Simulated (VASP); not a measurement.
# BaIr3 (Pm-3m) in VASP: a series of runs

Runs on BaIr3. Level: PBE. Tasks: single point.

Everything below comes from runs of VASP 6.6.1. Logs are shortened: lines on timing, memory, paths and dates and some standing lists are left out, and cuts for length are marked.

## 1. The cell of the first run

The structure is cubic, space group Pm-3m (No. 221). Conventional cell: a = 4.142 Å, b = 4.142 Å, c = 4.142 Å, α = 90.00°, β = 90.00°, γ = 90.00°. Ba (site symmetry m-3m) has 12 Ir at 2.93 Å within 3.9 Å. Within 3.9 Å of Ir (site symmetry 4/mmm) lie 4 Ba at 2.93 Å and 8 Ir at 2.93 Å.

## 2. Single point, PBE (volume scaled by 0.945)

Input file INCAR:

```
ALGO = Normal
EDIFF = 1E-6
ENCUT = 520
GGA = PE
ISIF = 2
ISMEAR = 0
LASPH = True
LCHARG = False
LREAL = False
LWAVE = False
NBANDS = 26
NELM = 100
PREC = Accurate
SIGMA = 0.05
```

Input file KPOINTS:

```
k-points
0
Gamma
  8 8 8
```

Input file POSCAR:

```
BaIr3
1.0
    4.1422494332      0.0000000000      0.0000000000
    0.0000000000      4.1422494332      0.0000000000
    0.0000000000      0.0000000000      4.1422494332
Ba Ir
1 3
Direct
    0.0000000000      0.0000000000      0.0000000000
    0.0000000000      0.5000000000      0.5000000000
    0.5000000000      0.5000000000      0.0000000000
    0.5000000000      0.0000000000      0.5000000000
```

Potentials or basis: VASP PAW PBE potentials, release 64 (Ba_sv, Ir).

Run with:

```sh
cat potpaw_PBE.64/Ba_sv/POTCAR potpaw_PBE.64/Ir/POTCAR > POTCAR
mpirun -np 1 vasp_std > vasp.out
```

OUTCAR:

```text
EDIFF = 1E-6
   ENCUT = 520
   GGA = PE
   ISIF = 2
   ISMEAR = 0
   LASPH = True
   LREAL = False
   NELM = 100
   PREC = Accurate

 ion  position               nearest neighbor table
   1  0.000  0.000  0.000-   2 2.93   3 2.93   4 2.93   2 2.93   4 2.93   2 2.93   3 2.93   2 2.93
                             3 2.93   4 2.93   4 2.93   3 2.93
   2  0.000  0.500  0.500-   1 2.93   3 2.93   4 2.93   1 2.93   3 2.93   1 2.93   4 2.93   1 2.93
                             3 2.93   4 2.93   3 2.93   4 2.93
   3  0.500  0.500  0.000-   1 2.93   2 2.93   4 2.93   2 2.93   4 2.93   1 2.93   4 2.93   4 2.93
                             1 2.93   2 2.93   2 2.93   1 2.93
   4  0.500  0.000  0.500-   1 2.93   2 2.93   3 2.93   1 2.93   3 2.93   2 2.93   3 2.93   3 2.93
                             1 2.93   2 2.93   1 2.93   2 2.93

  LATTYP: Found a simple cubic cell.
 ALAT       =     4.1422494332

  Lattice vectors:

 A1 = (   4.1422494332,   0.0000000000,   0.0000000000)
 A2 = (   0.0000000000,   4.1422494332,   0.0000000000)
 A3 = (   0.0000000000,   0.0000000000,   4.1422494332)

Analysis of symmetry for initial positions (statically):
=====================================================================
 Subroutine PRICEL returns:
 Original cell was already a primitive cell.

 Routine SETGRP: Setting up the symmetry group for a
 simple cubic supercell.

 Subroutine GETGRP returns: Found 48 space group operations
 (whereof 48 operations were pure point group operations)
 out of a pool of 48 trial point group operations.

The static configuration has the point symmetry O_h .

Analysis of symmetry for dynamics (positions and initial velocities):
=====================================================================
 Subroutine PRICEL returns:
 Original cell was already a primitive cell.

 Routine SETGRP: Setting up the symmetry group for a
 simple cubic supercell.

 Subroutine GETGRP returns: Found 48 space group operations
 (whereof 48 operations were pure point group operations)
 out of a pool of 48 trial point group operations.

The dynamic configuration has the point symmetry O_h .

 Subroutine INISYM returns: Found 48 space group operations
 (whereof 48 operations are pure point group operations),
 and found     1 'primitive' translations

----------------------------------------------------------------------------------------

                                     Primitive cell

  volume of cell :      71.0737

  direct lattice vectors                    reciprocal lattice vectors
     4.142249433  0.000000000  0.000000000     0.241414723  0.000000000  0.000000000
     0.000000000  4.142249433  0.000000000     0.000000000  0.241414723  0.000000000
     0.000000000  0.000000000  4.142249433     0.000000000  0.000000000  0.241414723

  length of vectors
     4.142249433  4.142249433  4.142249433     0.241414723  0.241414723  0.241414723

  position of ions in fractional coordinates (direct lattice)
     0.000000000  0.000000000  0.000000000
     0.000000000  0.500000000  0.500000000
     0.500000000  0.500000000  0.000000000
     0.500000000  0.000000000  0.500000000

  ion indices of the primitive-cell ions
   primitive index   ion index
                 1           1
                 2           2
                 3           3
                 4           4

----------------------------------------------------------------------------------------

 KPOINTS: k-points

Automatic generation of k-mesh.
 Grid dimensions read from file:
 generate k-points for:    8    8    8

 Generating k-lattice:

  Cartesian coordinates                     Fractional coordinates (reciprocal lattice)
     0.030176840  0.000000000  0.000000000     0.125000000  0.000000000  0.000000000
     0.000000000  0.030176840  0.000000000     0.000000000  0.125000000  0.000000000
     0.000000000  0.000000000  0.030176840     0.000000000  0.000000000  0.125000000

  Length of vectors
     0.030176840  0.030176840  0.030176840

  Shift w.r.t. Gamma in fractional coordinates (k-lattice)
     0.000000000  0.000000000  0.000000000

 Subroutine IBZKPT returns following result:
 ===========================================

 Found     35 irreducible k-points:

 Following reciprocal coordinates:
            Coordinates               Weight
  0.000000  0.000000  0.000000      1.000000
  0.125000  0.000000  0.000000      6.000000
  0.250000  0.000000  0.000000      6.000000
  0.375000  0.000000  0.000000      6.000000
  0.500000  0.000000  0.000000      3.000000
  0.125000  0.125000  0.000000     12.000000
[... 16 lines left out ...]
  0.375000  0.375000  0.125000     24.000000
  0.500000  0.375000  0.125000     24.000000
 [... further k-points ...]
   k-points           NKPTS =     35   k-points in BZ     NKDIM =     35   number of bands    NBANDS=     26
   number of dos      NEDOS =    301   number of ions     NIONS =      4
   total plane-waves  NPLWV =  32768
   dimension x,y,z NGX =    32 NGY =   32 NGZ =   32
   dimension x,y,z NGXF=    64 NGYF=   64 NGZF=   64
   ions per type =               1   3
   NGX,Y,Z   is equivalent  to a cutoff of  12.84, 12.84, 12.84 a.u.
   NGXF,Y,Z  is equivalent  to a cutoff of  25.69, 25.69, 25.69 a.u.
 SYSTEM =  unknown system
   PREC   = accura    normal or accurate (medium, high low for compatibility)
   ISTART =      0    job   : 0-new  1-cont  2-samecut
   ICHARG =      2    charge: 1-file 2-atom 10-const
   ISPIN  =      1    spin polarized calculation?
   LNONCOLLINEAR =      F non collinear calculations
   LSORBIT =      F    spin-orbit coupling
   LASPH  =      T    aspherical Exc in radial PAW
   ENCUT  =  520.0 eV  38.22 Ry    6.18 a.u.   7.70  7.70  7.70*2*pi/ulx,y,z
   NELM   =    100;   NELMIN=  2; NELMDL= -5     # of ELM steps
   EDIFF  = 0.1E-05   stopping-criterion for ELM
   LREAL  =      F    real-space projection
   EDIFFG = 0.1E-04   stopping-criterion for IOM
   NSW    =      0    number of steps for IOM
   IBRION =     -1    ionic relax: 0-MD 1-quasi-New 2-CG
   NFREE  =      0    steps in history (QN), initial steepest desc. (CG)
   ISIF   =      2    stress and relaxation
   ISYM   =      2    0-nonsym 1-usesym 2-fastsym
   POTIM  = 0.5000    time-step for ionic-motion
   TEBEG  =    0.0;   TEEND  =   0.0 temperature during run
   PSTRESS=    0.0 pullay stress
   NELECT =      37.0000    total number of electrons
   NUPDOWN=      -1.0000    fix difference up-down
   EMIN   =  10.00;   EMAX   =-10.00  energy-range for DOS
   EFERMI =   0.00;   METHOD = LEGACY
   ISMEAR =     0;   SIGMA  =   0.05  broadening in eV -4-tet -1-fermi 0-gaus
   EFERMI_NEDOS =   21; number of points for ismear=-14 and -15
   IALGO  =     38    algorithm
   IMIX   =      4    mixing-type and parameters
     AMIX     =   0.40;   BMIX     =  1.00
     AMIX_MAG =   1.60;   BMIX_MAG =  1.00
  volume/ion in A,a.u.               =      17.77       119.91
  Fermi-wavevector in a.u.,A,eV,Ry     =   1.316960  2.488693 23.597712  1.734383
  Thomas-Fermi vector in A             =   2.447035
   LORBIT       =      0    0 simple, 1 ext, 2 COOP (PROOUT), +10 PAW based schemes
   GGA     = PE    functional components
   LHFCALC =     F    Hartree Fock is set to
   AEXX    =    0.0000 exact exchange contribution
   IVDW    =     0    specifies the selected vdW correction
   LEPSILON=     F    determine dielectric tensor
   LRPA    =     F    only Hartree local field effects (RPA)
 non-spin polarized calculation
 Gauss-broadening in eV      SIGMA  =   0.05
  energy-cutoff  :      520.00
  volume of cell :       71.07
 maximum number of plane-waves:      1936
 NGX is ok and might be reduce to    32
   NGX = 15   NGY = 15   NGZ = 15

 number of electron      36.9999996 magnetization

 Free energy of the ion-electron system (eV)
  ---------------------------------------------------
  ext. energy  EPLUGINS =         0.00000000
  ---------------------------------------------------
  free energy    TOTEN  =       -24.56661424 eV

  energy without entropy =      -24.56061728  energy(sigma->0) =      -24.56361576

 E-fermi :   6.7297     XC(G=0): -12.6242

 val. band max:        6.7232988265   @ k =   0.2500   0.1250   0.0000
 cond. band min:       6.7417998320   @ k =   0.3750   0.3750   0.0000
 fundamental gap:      0.0185010055
 Fermi energy:         6.7297376144

 k-point     1 :       0.0000    0.0000    0.0000
  band No.  band energies     occupation
      1     -18.9584      2.00000
      2      -4.4007      2.00000
      3      -4.4007      2.00000
      4      -4.4007      2.00000
      5      -0.3015      2.00000
      6       1.6764      2.00000
[... 18 lines left out ...]
     25      12.2493      0.00000
     26      16.7393      0.00000

 k-point     2 :       0.1250    0.0000    0.0000
  band No.  band energies     occupation
      1     -18.9431      2.00000
      2      -4.6698      2.00000
      3      -4.4400      2.00000
      4      -4.4400      2.00000
      5      -0.0333      2.00000
      6       1.8392      2.00000
[... 18 lines left out ...]
     25      13.3395      0.00000
     26      15.4769      0.00000

 k-point     3 :       0.2500    0.0000    0.0000
  band No.  band energies     occupation
      1     -18.9056      2.00000
      2      -5.2095      2.00000
      3      -4.5311      2.00000
      4      -4.5311      2.00000
      5       0.6002      2.00000
      6       2.2994      2.00000
[... 18 lines left out ...]
     25      14.0493      0.00000
     26      14.1016      0.00000

 k-point     4 :       0.3750    0.0000    0.0000
  band No.  band energies     occupation
      1     -18.8675      2.00000
      2      -5.6544      2.00000
      3      -4.6175      2.00000
      4      -4.6175      2.00000
      5       1.3718      2.00000
      6       2.7971      2.00000
[... 18 lines left out ...]
     25      13.2720      0.00000
     26      14.1799      0.00000
[... 496 lines left out ...]
      1     -18.8226      2.00000
      2      -5.5583      2.00000
      3      -5.0698      2.00000
      4      -4.7563      2.00000
      5       2.1651      2.00000
      6       3.0770      2.00000
[... 18 lines left out ...]
     25      12.6174      0.00000
     26      14.7742      0.00000

 k-point    23 :       0.3750    0.3750    0.1250
  band No.  band energies     occupation
      1     -18.8148      2.00000
      2      -5.3946      2.00000
      3      -5.2264      2.00000
      4      -4.7960      2.00000
      5       2.1395      2.00000
      6       2.7608      2.00000
[... 18 lines left out ...]
     25      12.0300      0.00000
     26      14.8271      0.00000

 k-point    24 :       0.5000    0.3750    0.1250
  band No.  band energies     occupation
      1     -18.8072      2.00000
      2      -5.4022      2.00000
      3      -5.2592      2.00000
      4      -4.8133      2.00000
      5       2.2714      2.00000
      6       2.8718      2.00000
[... 18 lines left out ...]
     25      12.1458      0.00000
     26      14.5763      0.00000

 [... further k-points ...]
[... 5 lines left out ...]
  --------------------------------------------------------------------------------------
  -------------------------------------------------------------------------------------
  Total        6.0728750      6.0728750      6.0728750     -0.0000000     -0.0000000      0.0000000
  in kB      136.8977095    136.8977095    136.8977095     -0.0000000     -0.0000000      0.0000000
  external PRESSURE =     136.8977095 kB  Pullay stress =       0.0000000 kB

 VOLUME and BASIS-vectors are now :
 -----------------------------------------------------------------------------
  energy-cutoff  :      520.00
  volume of cell :       71.07
      direct lattice vectors                 reciprocal lattice vectors
     4.142249433  0.000000000  0.000000000     0.241414723  0.000000000  0.000000000
     0.000000000  4.142249433  0.000000000     0.000000000  0.241414723  0.000000000
     0.000000000  0.000000000  4.142249433     0.000000000  0.000000000  0.241414723

 POSITION                                       TOTAL-FORCE (eV/Angst)
 -----------------------------------------------------------------------------------
      0.00000      0.00000      0.00000         0.000000      0.000000      0.000000
      0.00000      2.07112      2.07112         0.000000      0.000000      0.000000
      2.07112      2.07112      0.00000         0.000000      0.000000      0.000000
      2.07112      0.00000      2.07112         0.000000      0.000000      0.000000
 -----------------------------------------------------------------------------------
    total drift:                                0.000000     -0.000000     -0.000000

  FREE ENERGIE OF THE ION-ELECTRON SYSTEM (eV)
  ---------------------------------------------------
  free  energy   TOTEN  =       -24.5666142424 eV

  energy  without entropy=      -24.5606172831  energy(sigma->0) =      -24.56361576
```

Run time: 18 s. Hardware: 1 thread of Intel Xeon 6975P-C (Granite Rapids), shared host; peak memory 0.21 GiB.

Results:

```yaml
Free_energy: -24.5666 eV
Pressure: 13.7 GPa
```

Caveat: spin-orbit coupling is left out, which moves the levels of the heavy elements.

(Part 1 of 2 ends here.)
